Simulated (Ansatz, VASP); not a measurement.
**GaP: VASP beside Ansatz**

Contents of POSCAR:

```
GaP
1.0
    0.0000000000      2.7526532803      2.7526532803
    2.7526532803      0.0000000000      2.7526532803
    2.7526532803      2.7526532803      0.0000000000
Ga P
1 1
Direct
    0.0000000000      0.0000000000      0.0000000000
    0.2500000000      0.2500000000      0.2500000000
```

Contents of INCAR.step1:

```
PREC = Accurate
ENCUT = 520
ISMEAR = 0
SIGMA = 0.01
LREAL = F
LASPH = T
NELM = 60
NBANDS = 16
GGA = PE
ALGO = Normal
EDIFF = 1E-4
LWAVE = T
LCHARG = F
```

The input INCAR.step2:

```
PREC = Accurate
ENCUT = 520
EDIFF = 1E-7
ISMEAR = 0
SIGMA = 0.01
LREAL = F
LASPH = T
NELM = 60
ALGO = Normal
ISIF = 2
LWAVE = F
LCHARG = F
METAGGA = R2SCAN
LMIXTAU = T
NBANDS = 16
ISTART = 1
```

Contents of KPOINTS:

```
regular mesh
0
Gamma
  8 8 8
```

Input for Ansatz:

```yaml
crystal:
  lattice:
    - [0.0, 2.7526532803, 2.7526532803]
    - [2.7526532803, 0.0, 2.7526532803]
    - [2.7526532803, 2.7526532803, 0.0]
  atoms:
    - { symbol: Ga, position: [0.0, 0.0, 0.0] }
    - { symbol: P, position: [0.25, 0.25, 0.25] }
kpoints:
  mp_grid: { grid: [8, 8, 8] }
  band_path:
    path:
      - [0.0, 0.0, 0.0]
      - [-0.5, -0.5, 0.0]
      - [-0.375, -0.375, 0.25]
      - [-0.375, 0.0, 0.375]
      - [0.0, 0.0, 0.5]
      - [-0.5, -0.25, 0.25]
    npoints: 1
hamiltonian:
  xc: r2scan
scf:
  occupations: { method: fixed }
  n_extra_bands: 4
output:
  forces: true
  stress: true
  eigenvalues: true
  write_density: true
  write_potential: true
  elf: true
  volumetric_format: npy
```

Change from the starting cell: hydrostatic strain +1.0%.

Alike in both runs: task single point; functional r2SCAN; k mesh 8 × 8 × 8; no spin polarisation.

```csv
,VASP,Ansatz
version,VASP 6.6.1,Ansatz 0.2.0
potentials or method,"VASP PAW PBE potentials, release 64 (Ga_d, P)","plane waves, PAW"
plane-wave cutoff (eV),520,500
occupations,"gaussian, width 0.01 eV",fixed
valence electrons in the cell,18,18
```

|  | VASP | Ansatz | Ansatz less VASP |
| --- | --- | --- | --- |
| gap on the k mesh at the Fermi level (eV) | 1.94 | 1.94 | -0.004 |
| pressure (GPa) | -2.5 | -2.4 | +0.06 |

VASP's potentials were made for PBE, not for r2SCAN.
